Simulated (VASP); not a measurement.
Input of a VASP 6.6.1 run:

File INCAR:

```
SYSTEM = GdHAu2
PREC = Accurate
ENCUT = 520
EDIFF = 1E-6
ISMEAR = 0
SIGMA = 0.1
LREAL = .False.
LASPH = .True.
NELM = 150
ALGO = Normal
ISIF = 2
LWAVE = .False.
LCHARG = .False.
ISPIN = 2
MAGMOM = 7 0 0 0
LORBIT = 11
LMAXMIX = 6
GGA = PE
NBANDS = 32
```

The input KPOINTS:

```
Automatic mesh
0
Gamma
  4 4 4
  0 0 0
```

POSCAR

```
GdHAu2
1.0
    3.7678932332      0.0000000000      0.0000000000
    0.0000000000      3.7678932332      0.0000000000
    0.0000000000      0.0000000000      6.4399415064
Gd H Au
1 1 2
Direct
    0.0000000000      0.0000000000      0.0000000000
    0.5000000000      0.5000000000      0.5000000000
    0.5000000000      0.5000000000      0.7725899369
    0.5000000000      0.5000000000      0.2274100631
```

Potentials or basis: VASP PAW PBE potentials, release 64 (Gd, H, Au).

Launch:

```sh
$ cat potpaw_PBE.64/Gd/POTCAR potpaw_PBE.64/H/POTCAR potpaw_PBE.64/Au/POTCAR > POTCAR
$ mpirun -np 1 vasp_std > vasp.out
```

Predict the largest force.

0.022 eV/Å.

Predict the net moment.

6.94 μB per cell.

Forces in eV/Å, atoms in the order of the input:
```
Gd   0.000  0.000  0.000
H    0.000  0.000  0.000
Au   0.000  0.000  0.022
Au   0.000  0.000 -0.022
```

Caveat: the k points lie up to 0.42 Å⁻¹ apart. The state reached can hang on the start; a lower one may exist.
